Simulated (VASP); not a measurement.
**Mo: single point with PBE**

The system is Mo.

```
CELL_PARAMETERS angstrom
-1.58138 1.58138 1.58138
1.58138 -1.58138 1.58138
1.58138 1.58138 -1.58138
ATOMIC_POSITIONS crystal
Mo 0.00000 0.00000 0.00000
```

| Item | Value |
| --- | --- |
| Program | VASP 6.6.1 |
| Task | single point |
| Functional | PBE |
| Potentials or basis | VASP PAW PBE potentials, release 64 (Mo_sv) |
| Cutoff | 520 eV |
| k mesh | 14 × 14 × 14 |
| Occupations | fermi-dirac, width 0.1 eV |
| Spin | no spin polarisation |
| Dipole correction | no |
| Further INCAR settings | ALGO = Normal; EDIFF = 1e-06; NBANDS = 13 |

```json
{"Pressure": "0.5 GPa", "Band gap on the k mesh": "zero (band 7 reaches 16.31 eV, above the bottom of band 8 at 11.06 eV)"}
```

Levels at points of the mesh, in eV from the Fermi level:
| k point | band 3 | band 4 | band 5 | band 6 | band 7 | band 8 | band 9 | band 10 | band 11 | band 12 |
| --- | --- | --- | --- | --- | --- | --- | --- | --- | --- | --- |
| (0.00, 0.00, 0.00) | -34.60 | -34.60 | -7.22 | -1.37 | -1.37 | -1.37 | 1.61 | 1.61 | 14.79 | 14.79 |
| (0.50, 0.00, 0.00) | -35.03 | -34.61 | -5.28 | -3.37 | 1.56 | 1.63 | 2.25 | 4.63 | 11.44 | 11.92 |
| (0.50, 0.50, 0.50) | -35.53 | -35.53 | -5.37 | -5.37 | 3.88 | 3.88 | 3.88 | 8.95 | 8.95 | 8.95 |

Run time: 21 s on 1 thread of Intel Xeon 8259CL, on a shared host, peak memory 0.14 GiB.
